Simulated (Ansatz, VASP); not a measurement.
Ga in VASP and in Ansatz

File INCAR:

```
PREC = Accurate
ENCUT = 400
EDIFF = 1E-8
ISMEAR = -1
SIGMA = 0.05
LREAL = F
LASPH = T
NELM = 120
ALGO = Normal
ISIF = 2
LWAVE = F
LCHARG = F
GGA = CA
LEFG = T
NBANDS = 20
GGA_COMPAT = F
```

Contents of KPOINTS:

```
regular mesh
0
Gamma
  11 11 9
```

The input POSCAR:

```
Ga
1.0
    1.3830000000     -4.0265000000      0.0000000000
    1.3830000000      4.0265000000      0.0000000000
   -0.1174474948      0.0000000000      3.3299294416
Ga
2
Direct
    0.8559000000      0.1441000000      0.2750000000
    0.1441000000      0.8559000000      0.7250000000
```

Input for Ansatz:

```yaml
crystal:
  lattice:
    - [1.383, -4.0265, 0.0]
    - [1.383, 4.0265, 0.0]
    - [-0.1174474948, 0.0, 3.3299294416]
  atoms:
    - { symbol: Ga, position: [0.8559, 0.1441, 0.275] }
    - { symbol: Ga, position: [0.1441, 0.8559, 0.725] }
kpoints:
  mp_grid: { grid: [11, 11, 9] }
scf:
  occupations: { method: fermi_dirac, width: 0.05 }
hamiltonian:
  xc: lda
  pseudopotentials: { kind: paw }
output:
  forces: true
  stress: true
  eigenvalues: true
  efg: { contact_densities: true }
  populations: true
```

Change from the starting cell: shortest bond scaled by 1.1, PAW files.

Alike in both runs: task electric field gradients; functional LDA; k mesh 11 × 11 × 9; occupations fermi-dirac, width 0.05 eV; no spin polarisation.

|  | VASP | Ansatz |
| --- | --- | --- |
| version | VASP 6.6.1 | Ansatz 0.2.0 |
| potentials or method | VASP PAW LDA potentials, release 64 (Ga_d) | PAW with Ansatz's default frozen-core files, scalar-relativistic |
| plane-wave cutoff (eV) | 400 | 420 |
| valence electrons in the cell | 26 | 26 |

|  | VASP | Ansatz | Ansatz less VASP |
| --- | --- | --- | --- |
| rms of the force components (eV/Å) | 0.407 | 0.401 | -0.0061 |
| size of Vzz on the site where it differs most (V/Å²) | 28.4 | 29.2 | +0.73 |

LDA's correlation is that of Perdew and Zunger in VASP and of Perdew and Wang (1992) in Ansatz. Atom by atom the forces differ by 0.006 eV/Å (rms over components).
